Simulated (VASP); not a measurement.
## Ir: single point with r2SCANh

Crystal: Ir.

```
CELL_PARAMETERS angstrom
0.00000 1.87650 1.87650
1.87650 0.00000 1.87650
1.87650 1.87650 0.00000
ATOMIC_POSITIONS crystal
Ir 0.00000 0.00000 0.00000
```

```
Program             : VASP 6.6.1
Task                : single point
Functional          : r2SCANh
Potentials or basis : VASP PAW PBE potentials, release 64 (Ir)
Cutoff              : 520 eV
k mesh              : 6 × 6 × 6
Occupations         : fermi-dirac, width 0.05 eV
Spin                : no spin polarisation
```

- Pressure: 32.8 GPa

Levels at points of the mesh, in eV from the Fermi level:
```csv
k point,band 2,band 3,band 4,band 5,band 6,band 7
"(0.00, 0.00, 0.00)",-4.28,-4.28,-4.28,-1.18,-1.18,16.07
"(0.50, 0.00, 0.00)",-4.50,-4.50,-0.51,1.86,1.86,9.56
"(0.50, 0.50, 0.00)",-8.40,1.64,2.57,2.60,2.60,13.29
```

It took 8.2 min on 1 thread of Intel(R) Xeon(R) Platinum 8259CL CPU @ 2.50GHz (Skylake/Cascade Lake), on a shared host, peak memory 0.14 GiB.

Caveat: the k points lie up to 0.48 Å⁻¹ apart; the PAW data sets were made with another functional, which shifts forces and pressure a little; spin-orbit coupling is left out, which moves the levels of the heavy elements.
